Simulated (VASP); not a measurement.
A run of VASP 6.6.1 is set up as follows.

The input INCAR:

```
PREC     = Accurate       # precision mode
ENCUT    = 520            # plane-wave cutoff, eV
EDIFF    = 1E-6           # SCF threshold, eV
ISMEAR   = 0              # smearing method
SIGMA    = 0.05           # smearing width, eV
LREAL    = F              # projectors in reciprocal space
LASPH    = T              # aspherical terms in the spheres
NELM     = 100            # most SCF steps
ALGO     = Normal         # electronic algorithm
ISIF     = 2              # what is computed and relaxed
LWAVE    = F              # write WAVECAR
LCHARG   = F              # write CHGCAR
GGA      = CA             # functional
NBANDS   = 26             # bands
```

Contents of KPOINTS:

```
regular mesh
0
Gamma
  8 6 4
```

The input POSCAR:

```
AlN
1.0
   -1.6378403119      2.8368226349      0.0000000000
    0.0000000000      0.0000000000      4.1006264518
    4.9135209358      2.8368226349      0.0000000000
Al N
4 4
Direct
    0.5050715719      0.7500000000      0.1178842196
    1.0000000000      0.7500000000      0.6666666667
    0.0000000000      0.2500000000      0.3333333333
    0.5000000000      0.2500000000      0.8333333333
    0.5000000000      0.2500000000      0.1666666667
    1.0000000000      0.2500000000      0.6666666667
    0.0000000000      0.7500000000      0.3333333333
    0.5000000000      0.7500000000      0.8333333333
```

Potentials or basis: VASP PAW LDA potentials, release 64 (Al, N).

Launch:

```sh
$ cat potpaw_LDA.64/Al/POTCAR potpaw_LDA.64/N/POTCAR > POTCAR
$ mpirun -np 1 vasp_std > vasp.out
```

(1) Estimate the pressure.

(2) Predict the largest force.

## Answers

(1) 5.4 GPa.

(2) 10.150 eV/Å.

Caveat: the cell differs from its parent crystal (atom 1 (Al) moved by -0.248 Å along [1 0 0] and -0.124 Å along [1 2 0]); the cell stands under pressure; forces of over 1 eV/Å act on the atoms, so gaps and moduli don't describe the material at rest.
